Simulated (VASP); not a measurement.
Runs of VASP 6.6.1 on HfO2. The structure is that of space group R-3m (No. 166), or close to it. The cells are those of the table. 

```csv
cell,gap on the mesh (eV),pressure (GPa),largest force (eV/Å)
"a = 3.862 Å, angles 54.8°, 3 atoms",3.66,(a),0.03
"a = 3.830 Å, angles 54.8°, 3 atoms",(c),-11.4,0.16
"a = 3.773 Å, angles 56.5°, 3 atoms",3.67,-13.1,0.17
"a = 3.564 Å, angles 65.4°, 3 atoms",3.69,-15.0,0.83
"a = 3.804 Å, angles 56.5°, 3 atoms",3.60,-17.7,0.08
"a = 3.535 Å, angles 65.4°, 3 atoms",3.76,(b),1.02
"a = 3.576 Å, angles 63.6°, 3 atoms",3.68,-12.8,0.54
"a = 3.606 Å, angles 63.6°, 3 atoms",3.61,-17.3,0.42
```

Alike in all rows: task single point; level PBE; potentials or basis VASP PAW PBE potentials, release 64 (Hf_pv, O); no spin polarisation; k mesh 8 × 8 × 8; cutoff (eV) 520; smearing gaussian 0.05 eV.

Problem. Estimate the missing entries.

Solution. (a) -16.1; (b) -10.3; (c) 3.73.

Caveats: the cell stands under tension; spin-orbit coupling is left out, which moves the levels of the heavy elements; forces of over 1 eV/Å act on the atoms, so gaps and moduli don't describe the material at rest (at least some runs).

A k mesh can miss the band edges, and the runs leave out spin-orbit coupling on Hf.
